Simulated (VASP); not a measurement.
# BiTe3 (Pm-3m) in VASP: notebook, part 2 of 2

VASP 6.6.1.

## 3. Single point, PBE

This run uses another cell than the first one, of 32.73 Å³/atom, 1.106 times its volume.

INCAR

```
SYSTEM = BiTe3
PREC     = Accurate       ! precision mode
ENCUT    = 520            ! plane-wave cutoff, eV
EDIFF    = 1E-6           ! SCF threshold, eV
ISMEAR   = 0              ! smearing method
SIGMA    = 0.1            ! smearing width, eV
LREAL    = .False.        ! projectors in reciprocal space
LASPH    = .True.         ! aspherical terms in the spheres
NELM     = 100            ! most SCF steps
ALGO     = Normal         ! electronic algorithm
ISIF     = 2              ! what is computed and relaxed
LWAVE    = .False.        ! write WAVECAR
LCHARG   = .False.        ! write CHGCAR
GGA      = PE             ! functional
NBANDS   = 24             ! bands
```

KPOINTS

```
Automatic mesh
0
Gamma
  4 4 4
  0 0 0
```

POSCAR

```
BiTe3
1.0
    5.0777702800      0.0000000000      0.0000000000
    0.0000000000      5.0777702800      0.0000000000
    0.0000000000      0.0000000000      5.0777702800
Bi Te
1 3
Direct
    0.0000000000      0.0000000000      0.0000000000
    0.0000000000      0.5000000000      0.5000000000
    0.5000000000      0.0000000000      0.5000000000
    0.5000000000      0.5000000000      0.0000000000
```

Potentials or basis: VASP PAW PBE potentials, release 64 (Bi_d, Te).

Started as:

```console
cat potpaw_PBE.64/Bi_d/POTCAR potpaw_PBE.64/Te/POTCAR > POTCAR
mpirun -np 1 vasp_std > vasp.out
```

OUTCAR:

```text
SYSTEM = BiTe3
   PREC = Accurate
   ENCUT = 520
   EDIFF = 1E-6
   ISMEAR = 0
   LREAL = .False.
   LASPH = .True.
   NELM = 100
   ISIF = 2
   GGA = PE

 ion  position               nearest neighbor table
   1  0.000  0.000  0.000-   2 3.59   3 3.59   4 3.59   2 3.59   3 3.59   2 3.59   4 3.59   2 3.59
                             3 3.59   4 3.59   3 3.59   4 3.59
   2  0.000  0.500  0.500-   1 3.59   3 3.59   4 3.59   1 3.59   4 3.59   1 3.59   3 3.59   1 3.59
                             3 3.59   4 3.59   4 3.59   3 3.59
   3  0.500  0.000  0.500-   1 3.59   2 3.59   4 3.59   1 3.59   4 3.59   2 3.59   4 3.59   4 3.59
                             1 3.59   2 3.59   1 3.59   2 3.59
   4  0.500  0.500  0.000-   1 3.59   2 3.59   3 3.59   2 3.59   3 3.59   1 3.59   3 3.59   3 3.59
                             1 3.59   2 3.59   2 3.59   1 3.59

  LATTYP: Found a simple cubic cell.
 ALAT       =     5.0777702800

  Lattice vectors:

 A1 = (   5.0777702800,   0.0000000000,   0.0000000000)
 A2 = (   0.0000000000,   5.0777702800,   0.0000000000)
 A3 = (   0.0000000000,   0.0000000000,   5.0777702800)

Analysis of symmetry for initial positions (statically):
=====================================================================
 Subroutine PRICEL returns:
 Original cell was already a primitive cell.

 Routine SETGRP: Setting up the symmetry group for a
 simple cubic supercell.

 Subroutine GETGRP returns: Found 48 space group operations
 (whereof 48 operations were pure point group operations)
 out of a pool of 48 trial point group operations.

The static configuration has the point symmetry O_h .

Analysis of symmetry for dynamics (positions and initial velocities):
=====================================================================
 Subroutine PRICEL returns:
 Original cell was already a primitive cell.

 Routine SETGRP: Setting up the symmetry group for a
 simple cubic supercell.

 Subroutine GETGRP returns: Found 48 space group operations
 (whereof 48 operations were pure point group operations)
 out of a pool of 48 trial point group operations.

The dynamic configuration has the point symmetry O_h .

 Subroutine INISYM returns: Found 48 space group operations
 (whereof 48 operations are pure point group operations),
 and found     1 'primitive' translations

----------------------------------------------------------------------------------------

                                     Primitive cell

  volume of cell :     130.9240

  direct lattice vectors                    reciprocal lattice vectors
     5.077770280  0.000000000  0.000000000     0.196936833  0.000000000  0.000000000
     0.000000000  5.077770280  0.000000000     0.000000000  0.196936833  0.000000000
     0.000000000  0.000000000  5.077770280     0.000000000  0.000000000  0.196936833

  length of vectors
     5.077770280  5.077770280  5.077770280     0.196936833  0.196936833  0.196936833

  position of ions in fractional coordinates (direct lattice)
     0.000000000  0.000000000  0.000000000
     0.000000000  0.500000000  0.500000000
     0.500000000  0.000000000  0.500000000
     0.500000000  0.500000000  0.000000000

  ion indices of the primitive-cell ions
   primitive index   ion index
                 1           1
                 2           2
                 3           3
                 4           4

[... 32 lines left out ...]
  0.500000  0.250000  0.000000     12.000000
  0.500000  0.500000  0.000000      3.000000
  0.250000  0.250000  0.250000      8.000000
  0.500000  0.250000  0.250000     12.000000
  0.500000  0.500000  0.250000      6.000000
  0.500000  0.500000  0.500000      1.000000
   k-points           NKPTS =     10   k-points in BZ     NKDIM =     10   number of bands    NBANDS=     24
   number of dos      NEDOS =    301   number of ions     NIONS =      4
   total plane-waves  NPLWV =  64000
   dimension x,y,z NGX =    40 NGY =   40 NGZ =   40
   dimension x,y,z NGXF=    80 NGYF=   80 NGZF=   80
   ions per type =               1   3
   NGX,Y,Z   is equivalent  to a cutoff of  13.10, 13.10, 13.10 a.u.
   NGXF,Y,Z  is equivalent  to a cutoff of  26.19, 26.19, 26.19 a.u.
 SYSTEM =  BiTe3
   PREC   = accura    normal or accurate (medium, high low for compatibility)
   ISTART =      0    job   : 0-new  1-cont  2-samecut
   ICHARG =      2    charge: 1-file 2-atom 10-const
   ISPIN  =      1    spin polarized calculation?
   LNONCOLLINEAR =      F non collinear calculations
   LSORBIT =      F    spin-orbit coupling
   LASPH  =      T    aspherical Exc in radial PAW
   ENCUT  =  520.0 eV  38.22 Ry    6.18 a.u.   9.44  9.44  9.44*2*pi/ulx,y,z
   NELM   =    100;   NELMIN=  2; NELMDL= -5     # of ELM steps
   EDIFF  = 0.1E-05   stopping-criterion for ELM
   LREAL  =      F    real-space projection
   EDIFFG = 0.1E-04   stopping-criterion for IOM
   NSW    =      0    number of steps for IOM
   IBRION =     -1    ionic relax: 0-MD 1-quasi-New 2-CG
   NFREE  =      0    steps in history (QN), initial steepest desc. (CG)
   ISIF   =      2    stress and relaxation
   ISYM   =      2    0-nonsym 1-usesym 2-fastsym
   POTIM  = 0.5000    time-step for ionic-motion
   TEBEG  =    0.0;   TEEND  =   0.0 temperature during run
   PSTRESS=    0.0 pullay stress
   NELECT =      33.0000    total number of electrons
   NUPDOWN=      -1.0000    fix difference up-down
   EMIN   =  10.00;   EMAX   =-10.00  energy-range for DOS
   EFERMI =   0.00;   METHOD = LEGACY
   ISMEAR =     0;   SIGMA  =   0.10  broadening in eV -4-tet -1-fermi 0-gaus
   EFERMI_NEDOS =   21; number of points for ismear=-14 and -15
   IALGO  =     38    algorithm
   IMIX   =      4    mixing-type and parameters
     AMIX     =   0.40;   BMIX     =  1.00
     AMIX_MAG =   1.60;   BMIX_MAG =  1.00
  volume/ion in A,a.u.               =      32.73       220.88
  Fermi-wavevector in a.u.,A,eV,Ry     =   1.034125  1.954213 14.550272  1.069415
  Thomas-Fermi vector in A             =   2.168405
   LORBIT       =      0    0 simple, 1 ext, 2 COOP (PROOUT), +10 PAW based schemes
   GGA     = PE    functional components
   LHFCALC =     F    Hartree Fock is set to
   AEXX    =    0.0000 exact exchange contribution
   IVDW    =     0    specifies the selected vdW correction
   LEPSILON=     F    determine dielectric tensor
   LRPA    =     F    only Hartree local field effects (RPA)
 non-spin polarized calculation
 Gauss-broadening in eV      SIGMA  =   0.10
  energy-cutoff  :      520.00
  volume of cell :      130.92
 maximum number of plane-waves:      3575
 NGX is ok and might be reduce to    40
   NGX = 19   NGY = 19   NGZ = 19

 number of electron      33.0000013 magnetization

 Free energy of the ion-electron system (eV)
  ---------------------------------------------------
  ext. energy  EPLUGINS =         0.00000000
  ---------------------------------------------------
  free energy    TOTEN  =       -11.79559231 eV

  energy without entropy =      -11.76216426  energy(sigma->0) =      -11.77887828

 E-fermi :   6.3951     XC(G=0):  -9.6094

 val. band max:        6.3653104887   @ k =   0.5000   0.5000   0.2500
 cond. band min:       6.4073350593   @ k =   0.2500   0.2500   0.2500
 fundamental gap:      0.0420245706
 Fermi energy:         6.3950520974

 k-point     1 :       0.0000    0.0000    0.0000
  band No.  band energies     occupation
      1     -16.9243      2.00000
      2     -16.9243      2.00000
      3     -16.9209      2.00000
      4     -16.9209      2.00000
      5     -16.9209      2.00000
      6      -6.5749      2.00000
[... 259 lines left out ...]
     23      12.9760      0.00000
     24      12.9760      0.00000

------------------------ aborting loop because EDIFF is reached ----------------------------------------

  FORCE on cell =-STRESS in cart. coord.  units (eV):
  Direction    XX          YY          ZZ          XY          YZ          ZX
  --------------------------------------------------------------------------------------
  -------------------------------------------------------------------------------------
  Total       -3.3709149     -3.3709149     -3.3709149      0.0000000     -0.0000000      0.0000000
  in kB      -41.2514509    -41.2514509    -41.2514509      0.0000000     -0.0000000      0.0000000
  external PRESSURE =     -41.2514509 kB  Pullay stress =       0.0000000 kB

 VOLUME and BASIS-vectors are now :
 -----------------------------------------------------------------------------
  energy-cutoff  :      520.00
  volume of cell :      130.92
      direct lattice vectors                 reciprocal lattice vectors
     5.077770280  0.000000000  0.000000000     0.196936833  0.000000000  0.000000000
     0.000000000  5.077770280  0.000000000     0.000000000  0.196936833  0.000000000
     0.000000000  0.000000000  5.077770280     0.000000000  0.000000000  0.196936833

 POSITION                                       TOTAL-FORCE (eV/Angst)
 -----------------------------------------------------------------------------------
      0.00000      0.00000      0.00000         0.000000      0.000000      0.000000
      0.00000      2.53889      2.53889         0.000000      0.000000      0.000000
      2.53889      0.00000      2.53889         0.000000      0.000000      0.000000
      2.53889      2.53889      0.00000         0.000000      0.000000      0.000000
 -----------------------------------------------------------------------------------
    total drift:                                0.000000     -0.000000     -0.000000

  FREE ENERGIE OF THE ION-ELECTRON SYSTEM (eV)
  ---------------------------------------------------
  free  energy   TOTEN  =       -11.7955923102 eV

  energy  without entropy=      -11.7621642592  energy(sigma->0) =      -11.77887828
```

Run time: 26 s. Hardware: 1 thread of Intel Xeon Platinum 8259CL at 2.50GHz (Skylake/Cascade Lake), shared host; peak memory 0.24 GiB.

Results:

| Item | Value |
| --- | --- |
| Free energy | -11.7956 eV |
| Pressure | -4.1 GPa |

Caveat: spin-orbit coupling is left out, which moves the levels of the heavy elements.
